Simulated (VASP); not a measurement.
SiO2: single point with r2SCAN

Crystal: SiO2.

```
Si O
1.0
    -1.77911    1.77911    4.28552
     1.77911   -1.77911    4.28552
     1.77911    1.77911   -4.28552
Si O
2 4
Direct
  0.75000 0.25000 0.50000
  0.00000 0.00000 0.00000
  0.54095 0.04095 0.50000
  0.79095 0.79095 0.00000
  0.20905 0.20905 0.00000
  0.95905 0.45905 0.50000
```

| Item | Value |
| --- | --- |
| Program | VASP 6.6.1 |
| Task | single point |
| Functional | r2SCAN |
| Potentials or basis | VASP PAW PBE potentials, release 64 (Si, O) |
| Cutoff | 520 eV |
| k mesh | 8 × 8 × 8 |
| Occupations | gaussian, width 0.01 eV |
| Spin | no spin polarisation |

```yaml
Pressure: -15.3 GPa
Largest_force: 0.532 eV/Å
Band_gap_on_the_k_mesh: 6.22 eV (least direct gap 6.90 eV)
```

Forces in eV/Å, atoms in the order of the input:
```
Si   0.000  0.000  0.000
Si   0.000  0.000  0.000
O    0.000  0.000  0.532
O    0.000  0.000  0.532
O    0.000  0.000 -0.532
O    0.000  0.000 -0.532
```

Stress tensor (GPa, compression positive):
```
-14.54   0.00   0.00
  0.00 -14.54   0.00
  0.00   0.00 -16.84
```

Levels at points of the mesh, in eV from the valence-band top:
| k point | band 14 | band 15 | band 16 | band 17 | band 18 | band 19 |
| --- | --- | --- | --- | --- | --- | --- |
| (0.00, 0.00, 0.00) | -0.84 | -0.68 | -0.68 | 6.22 | 8.82 | 11.70 |
| (0.50, 0.00, 0.00) | -1.80 | -1.25 | -1.24 | 9.28 | 9.28 | 11.60 |
| (0.50, 0.50, 0.00) | -2.02 | -0.07 | -0.07 | 10.30 | 10.30 | 11.52 |
| (0.50, 0.50, 0.50) | -1.99 | -0.47 | -0.47 | 7.64 | 7.64 | 10.76 |

Run time: 11 min on 1 thread of Intel Xeon 8259CL, with other jobs on the host, peak memory 0.28 GiB.

Caveat: the cell stands under tension; the PAW data sets were made with another functional, which shifts forces and pressure a little. A k mesh can miss the band edges.
